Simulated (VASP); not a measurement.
# ZnAu (P4/mmm) in VASP: further runs

ZnAu is run at these levels: PBE; tasks: single point.

Everything below comes from runs of VASP 6.6.1. Logs are shortened: lines on timing, memory, paths and dates and some standing lists are left out, and cuts for length are marked.

## 1. The cell of the first run

The structure is tetragonal, space group P4/mmm (No. 123). Conventional cell: a = 3.633 Å, b = 3.633 Å, c = 2.361 Å, α = 90.00°, β = 90.00°, γ = 90.00°. Zn (site symmetry 4/mmm) has 2 Zn at 2.36 Å and 8 Au at 2.83 Å within 3.1 Å. Au (site symmetry 4/mmm) has 2 Au at 2.36 Å and 8 Zn at 2.83 Å within 3.1 Å.

## 2. Single point, PBE

INCAR reads:

```
PREC = Accurate ; ENCUT = 520
EDIFF = 1E-6 ; ISMEAR = 0
SIGMA = 0.15 ; LREAL = False
LASPH = True ; NELM = 60
ALGO = Fast ; ISIF = 2
LWAVE = False ; LCHARG = False
GGA = PE ; NBANDS = 18
```

KPOINTS reads:

```
Automatic mesh
0
Gamma
  16 16 16
```

POSCAR reads:

```
ZnAu
1.0
    3.6329461238      0.0000000000      0.0000000000
    0.0000000000      3.6329461238      0.0000000000
    0.0000000000      0.0000000000      2.3614149804
Zn Au
1 1
Direct
    0.5000000000      0.5000000000      0.5000000000
    0.0000000000      0.0000000000      0.0000000000
```

Potentials or basis: VASP PAW PBE potentials, release 64 (Zn, Au).

The run is started by

```bash
$ cat potpaw_PBE.64/Zn/POTCAR potpaw_PBE.64/Au/POTCAR > POTCAR
$ mpirun -np 1 vasp_std > vasp.out
```

OUTCAR:

```text
PREC = Accurate
   ENCUT = 520
   EDIFF = 1E-6
   ISMEAR = 0
   LREAL = False
   LASPH = True
   NELM = 60
   ISIF = 2
   GGA = PE

 ion  position               nearest neighbor table
   1  0.500  0.500  0.500-   2 2.83   2 2.83   2 2.83   2 2.83   2 2.83   2 2.83   2 2.83   2 2.83

   2  0.000  0.000  0.000-   1 2.83   1 2.83   1 2.83   1 2.83   1 2.83   1 2.83   1 2.83   1 2.83

  LATTYP: Found a simple tetragonal cell.
 ALAT       =     3.6329461238
 C/A-ratio  =     0.6500000000

  Lattice vectors:

 A1 = (   3.6329461238,   0.0000000000,   0.0000000000)
 A2 = (   0.0000000000,   3.6329461238,   0.0000000000)
 A3 = (   0.0000000000,   0.0000000000,   2.3614149804)

Analysis of symmetry for initial positions (statically):
=====================================================================
 Subroutine PRICEL returns:
 Original cell was already a primitive cell.

 Routine SETGRP: Setting up the symmetry group for a
 simple tetragonal supercell.

 Subroutine GETGRP returns: Found 16 space group operations
 (whereof 16 operations were pure point group operations)
 out of a pool of 16 trial point group operations.

The static configuration has the point symmetry D_4h.

Analysis of symmetry for dynamics (positions and initial velocities):
=====================================================================
 Subroutine PRICEL returns:
 Original cell was already a primitive cell.

 Routine SETGRP: Setting up the symmetry group for a
 simple tetragonal supercell.

 Subroutine GETGRP returns: Found 16 space group operations
 (whereof 16 operations were pure point group operations)
 out of a pool of 16 trial point group operations.

The dynamic configuration has the point symmetry D_4h.

 Subroutine INISYM returns: Found 16 space group operations
 (whereof 16 operations are pure point group operations),
 and found     1 'primitive' translations

----------------------------------------------------------------------------------------

                                     Primitive cell

  volume of cell :      31.1667

  direct lattice vectors                    reciprocal lattice vectors
     3.632946124  0.000000000  0.000000000     0.275258693  0.000000000  0.000000000
     0.000000000  3.632946124  0.000000000     0.000000000  0.275258693  0.000000000
     0.000000000  0.000000000  2.361414980     0.000000000  0.000000000  0.423474912

  length of vectors
     3.632946124  3.632946124  2.361414980     0.275258693  0.275258693  0.423474912

  position of ions in fractional coordinates (direct lattice)
     0.500000000  0.500000000  0.500000000
     0.000000000  0.000000000  0.000000000

  ion indices of the primitive-cell ions
   primitive index   ion index
                 1           1
                 2           2

----------------------------------------------------------------------------------------

 KPOINTS: Automatic mesh

Automatic generation of k-mesh.
 Grid dimensions read from file:
 generate k-points for:   16   16   16

 Generating k-lattice:

  Cartesian coordinates                     Fractional coordinates (reciprocal lattice)
     0.017203668  0.000000000  0.000000000     0.062500000  0.000000000  0.000000000
     0.000000000  0.017203668  0.000000000     0.000000000  0.062500000  0.000000000
     0.000000000  0.000000000  0.026467182     0.000000000  0.000000000  0.062500000

  Length of vectors
     0.017203668  0.017203668  0.026467182

  Shift w.r.t. Gamma in fractional coordinates (k-lattice)
     0.000000000  0.000000000  0.000000000

 Subroutine IBZKPT returns following result:
 ===========================================

 Found    405 irreducible k-points:

 Following reciprocal coordinates:
            Coordinates               Weight
  0.000000  0.000000  0.000000      1.000000
  0.062500  0.000000  0.000000      4.000000
  0.125000  0.000000  0.000000      4.000000
  0.187500  0.000000  0.000000      4.000000
  0.250000  0.000000  0.000000      4.000000
  0.312500  0.000000  0.000000      4.000000
[... 16 lines left out ...]
  0.437500  0.125000  0.000000      8.000000
  0.500000  0.125000  0.000000      4.000000
 [... further k-points ...]
   k-points           NKPTS =    405   k-points in BZ     NKDIM =    405   number of bands    NBANDS=     18
   number of dos      NEDOS =    301   number of ions     NIONS =      2
   total plane-waves  NPLWV =  14112
   dimension x,y,z NGX =    28 NGY =   28 NGZ =   18
   dimension x,y,z NGXF=    56 NGYF=   56 NGZF=   36
   ions per type =               1   1
   NGX,Y,Z   is equivalent  to a cutoff of  12.81, 12.81, 12.67 a.u.
   NGXF,Y,Z  is equivalent  to a cutoff of  25.63, 25.63, 25.34 a.u.
 SYSTEM =  unknown system
   PREC   = accura    normal or accurate (medium, high low for compatibility)
   ISTART =      0    job   : 0-new  1-cont  2-samecut
   ICHARG =      2    charge: 1-file 2-atom 10-const
   ISPIN  =      1    spin polarized calculation?
   LNONCOLLINEAR =      F non collinear calculations
   LSORBIT =      F    spin-orbit coupling
   LASPH  =      T    aspherical Exc in radial PAW
   ENCUT  =  520.0 eV  38.22 Ry    6.18 a.u.   6.75  6.75  4.39*2*pi/ulx,y,z
   NELM   =     60;   NELMIN=  2; NELMDL= -5     # of ELM steps
   EDIFF  = 0.1E-05   stopping-criterion for ELM
   LREAL  =      F    real-space projection
   EDIFFG = 0.1E-04   stopping-criterion for IOM
   NSW    =      0    number of steps for IOM
   IBRION =     -1    ionic relax: 0-MD 1-quasi-New 2-CG
   NFREE  =      0    steps in history (QN), initial steepest desc. (CG)
   ISIF   =      2    stress and relaxation
   ISYM   =      2    0-nonsym 1-usesym 2-fastsym
   POTIM  = 0.5000    time-step for ionic-motion
   TEBEG  =    0.0;   TEEND  =   0.0 temperature during run
   PSTRESS=    0.0 pullay stress
   NELECT =      23.0000    total number of electrons
   NUPDOWN=      -1.0000    fix difference up-down
   EMIN   =  10.00;   EMAX   =-10.00  energy-range for DOS
   EFERMI =   0.00;   METHOD = LEGACY
   ISMEAR =     0;   SIGMA  =   0.15  broadening in eV -4-tet -1-fermi 0-gaus
   EFERMI_NEDOS =   21; number of points for ismear=-14 and -15
   IALGO  =     68    algorithm
   IMIX   =      4    mixing-type and parameters
     AMIX     =   0.40;   BMIX     =  1.00
     AMIX_MAG =   1.60;   BMIX_MAG =  1.00
  volume/ion in A,a.u.               =      15.58       105.16
  Fermi-wavevector in a.u.,A,eV,Ry     =   1.479406  2.795672 29.778283  2.188642
  Thomas-Fermi vector in A             =   2.593568
   LORBIT       =      0    0 simple, 1 ext, 2 COOP (PROOUT), +10 PAW based schemes
   GGA     = PE    functional components
   LHFCALC =     F    Hartree Fock is set to
   AEXX    =    0.0000 exact exchange contribution
   IVDW    =     0    specifies the selected vdW correction
   LEPSILON=     F    determine dielectric tensor
   LRPA    =     F    only Hartree local field effects (RPA)
 non-spin polarized calculation
 RMM-DIIS sequential band-by-band and
 Gauss-broadening in eV      SIGMA  =   0.15
  energy-cutoff  :      520.00
  volume of cell :       31.17
 maximum number of plane-waves:       872
 NGX is ok and might be reduce to    28
   NGX = 13   NGY = 13   NGZ =  9

 number of electron      22.9999974 magnetization

 Free energy of the ion-electron system (eV)
  ---------------------------------------------------
  ext. energy  EPLUGINS =         0.00000000
  ---------------------------------------------------
  free energy    TOTEN  =        -3.65913086 eV

  energy without entropy =       -3.65236678  energy(sigma->0) =       -3.65574882

 E-fermi :   6.9430     XC(G=0): -12.2820

 val. band max:        6.9423274043   @ k =   0.3125   0.3125   0.1250
 cond. band min:       6.9536578096   @ k =   0.4375   0.3750   0.1250
 fundamental gap:      0.0113304053
 Fermi energy:         6.9429521828

 k-point     1 :       0.0000    0.0000    0.0000
  band No.  band energies     occupation
      1      -3.6658      2.00000
      2      -1.9772      2.00000
      3      -1.0775      2.00000
      4      -0.8792      2.00000
      5      -0.8709      2.00000
      6      -0.0269      2.00000
[... 10 lines left out ...]
     17      19.9626      0.00000
     18      23.8683      0.00000

 k-point     2 :       0.0625    0.0000    0.0000
  band No.  band energies     occupation
      1      -3.6217      2.00000
      2      -1.9720      2.00000
      3      -1.0620      2.00000
      4      -0.8771      2.00000
      5      -0.8629      2.00000
      6      -0.0269      2.00000
[... 10 lines left out ...]
     17      19.7901      0.00000
     18      23.9382      0.00000

 k-point     3 :       0.1250    0.0000    0.0000
  band No.  band energies     occupation
      1      -3.4919      2.00000
      2      -1.9565      2.00000
      3      -1.0178      2.00000
      4      -0.8689      2.00000
      5      -0.8393      2.00000
      6      -0.0270      2.00000
[... 10 lines left out ...]
     17      19.3935      0.00000
     18      24.1466      0.00000

 k-point     4 :       0.1875    0.0000    0.0000
  band No.  band energies     occupation
      1      -3.2858      2.00000
      2      -1.9323      2.00000
      3      -0.9517      2.00000
      4      -0.8465      2.00000
      5      -0.8015      2.00000
      6      -0.0272      2.00000
[... 10 lines left out ...]
     17      19.0713      0.00000
     18      24.4892      0.00000

 k-point     5 :       0.2500    0.0000    0.0000
  band No.  band energies     occupation
      1      -3.0222      2.00000
      2      -1.9011      2.00000
      3      -0.8812      2.00000
      4      -0.7873      2.00000
      5      -0.7523      2.00000
      6      -0.0273      2.00000
[... 10 lines left out ...]
     17      19.3507      0.00000
     18      24.9588      0.00000

 k-point     6 :       0.3125    0.0000    0.0000
  band No.  band energies     occupation
      1      -2.7355      2.00000
      2      -1.8660      2.00000
      3      -0.8194      2.00000
      4      -0.6968      2.00000
      5      -0.6641      2.00000
      6      -0.0275      2.00000
[... 10 lines left out ...]
     17      20.3788      0.00000
     18      25.5457      0.00000

 k-point     7 :       0.3750    0.0000    0.0000
  band No.  band energies     occupation
      1      -2.4785      2.00000
      2      -1.8309      2.00000
      3      -0.7604      2.00000
      4      -0.6434      2.00000
      5      -0.4577      2.00000
      6      -0.0276      2.00000
[... 10 lines left out ...]
     17      21.6950      0.00000
     18      26.2375      0.00000

 k-point     8 :       0.4375    0.0000    0.0000
  band No.  band energies     occupation
      1      -2.3074      2.00000
      2      -1.8029      2.00000
      3      -0.7157      2.00000
      4      -0.6036      2.00000
      5      -0.1452      2.00000
      6      -0.0277      2.00000
[... 10 lines left out ...]
     17      22.9343      0.00000
     18      26.5914      0.00000
[... 229 lines left out ...]
     17      20.9450      0.00000
     18      24.7448      0.00000

 k-point    20 :       0.2500    0.1250    0.0000
  band No.  band energies     occupation
      1      -2.9061      2.00000
      2      -1.8925      2.00000
      3      -0.8280      2.00000
      4      -0.7792      2.00000
      5      -0.6744      2.00000
      6      -0.0323      2.00000
[... 10 lines left out ...]
     17      20.8405      0.00000
     18      25.1956      0.00000

 k-point    21 :       0.3125    0.1250    0.0000
  band No.  band energies     occupation
      1      -2.6559      2.00000
      2      -1.8642      2.00000
      3      -0.7742      2.00000
      4      -0.7055      2.00000
      5      -0.5432      2.00000
      6      -0.0323      2.00000
[... 10 lines left out ...]
     17      20.9699      0.00000
     18      25.7559      0.00000

 k-point    22 :       0.3750    0.1250    0.0000
  band No.  band energies     occupation
      1      -2.4380      2.00000
      2      -1.8374      2.00000
      3      -0.7188      2.00000
      4      -0.6472      2.00000
      5      -0.3289      2.00000
      6      -0.0319      2.00000
[... 10 lines left out ...]
     17      21.8942      0.00000
     18      26.4176      0.00000

 k-point    23 :       0.4375    0.1250    0.0000
  band No.  band energies     occupation
      1      -2.2946      2.00000
      2      -1.8171      2.00000
      3      -0.6706      2.00000
      4      -0.6150      2.00000
      5      -0.0314      2.00000
      6      -0.0244      2.00000
[... 10 lines left out ...]
     17      23.0617      0.00000
     18      26.2215      0.00000

 k-point    24 :       0.5000    0.1250    0.0000
  band No.  band energies     occupation
      1      -2.2458      2.00000
      2      -1.8093      2.00000
      3      -0.6492      2.00000
      4      -0.6070      2.00000
      5      -0.0311      2.00000
      6      -0.0175      2.00000
[... 10 lines left out ...]
     17      23.6663      0.00000
     18      25.9860      0.00000

 [... further k-points ...]

------------------------ aborting loop because EDIFF is reached ----------------------------------------

  FORCE on cell =-STRESS in cart. coord.  units (eV):
  Direction    XX          YY          ZZ          XY          YZ          ZX
  --------------------------------------------------------------------------------------
  -------------------------------------------------------------------------------------
  Total        0.4816888      0.4816888     15.7211200      0.0000000      0.0000000      0.0000000
  in kB       24.7620672     24.7620672    808.1720676      0.0000000      0.0000000      0.0000000
  external PRESSURE =     285.8987340 kB  Pullay stress =       0.0000000 kB

 VOLUME and BASIS-vectors are now :
 -----------------------------------------------------------------------------
  energy-cutoff  :      520.00
  volume of cell :       31.17
      direct lattice vectors                 reciprocal lattice vectors
     3.632946124  0.000000000  0.000000000     0.275258693  0.000000000  0.000000000
     0.000000000  3.632946124  0.000000000     0.000000000  0.275258693  0.000000000
     0.000000000  0.000000000  2.361414980     0.000000000  0.000000000  0.423474912

 POSITION                                       TOTAL-FORCE (eV/Angst)
 -----------------------------------------------------------------------------------
      1.81647      1.81647      1.18071         0.000000      0.000000      0.000000
      0.00000      0.00000      0.00000         0.000000      0.000000      0.000000
 -----------------------------------------------------------------------------------
    total drift:                                0.000000      0.000000      0.000000

  FREE ENERGIE OF THE ION-ELECTRON SYSTEM (eV)
  ---------------------------------------------------
  free  energy   TOTEN  =        -3.6591308563 eV

  energy  without entropy=       -3.6523667764  energy(sigma->0) =       -3.65574882
```

It took 74 s on 1 thread of Intel Xeon 6975P-C (Granite Rapids), shared host; peak memory 0.33 GiB.

What came out:

```
Free energy : -3.6591 eV
Pressure    : 28.6 GPa
```

Caveat: spin-orbit coupling is left out, which moves the levels of the heavy elements.

(Part 1 of 2 ends here.)
